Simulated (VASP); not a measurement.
BaTiO3:

```
Ba Ti O
1.0
     3.99980    0.00000    0.00000
     0.00000    3.99980    0.00000
     0.00000    0.00000    4.01800
Ba Ti O
1 1 3
Direct
  0.99557 0.99064 0.00350
  0.50254 0.49192 0.46877
  0.47922 0.51432 0.00641
  0.50273 0.00330 0.50938
  0.01995 0.49981 0.53994
```

Base run:

- Program: VASP 6.6.1
- Functional: LDA
- Potentials or basis: VASP PAW LDA potentials, release 64 (Ba_sv, Ti_sv, O)
- Cutoff: 600 eV
- k mesh: 7 × 7 × 7
- Occupations: fermi-dirac, width 0.05 eV
- Spin: no spin polarisation
- Hubbard terms: Ti d U = 8.0 eV

Its results: band gap on the k mesh 2.87 eV (least direct gap 3.16 eV); pressure 1.1 GPa; largest force 2.078 eV/Å.

**Question.** The run is repeated on the same cell with these changes: hubbard terms from Ti d U = 8.0 eV to Ti d U = 2.0 eV. What comes out?

**Answer.** Band gap on the k mesh 2.09 eV (least direct gap 2.35 eV); pressure -4.3 GPa; largest force 1.283 eV/Å.

Caveats: spin-orbit coupling is left out, which moves the levels of the heavy elements; forces of over 1 eV/Å act on the atoms, so gaps and moduli don't describe the material at rest; the cell stands under tension (at least some runs).

A k mesh can miss the band edges.
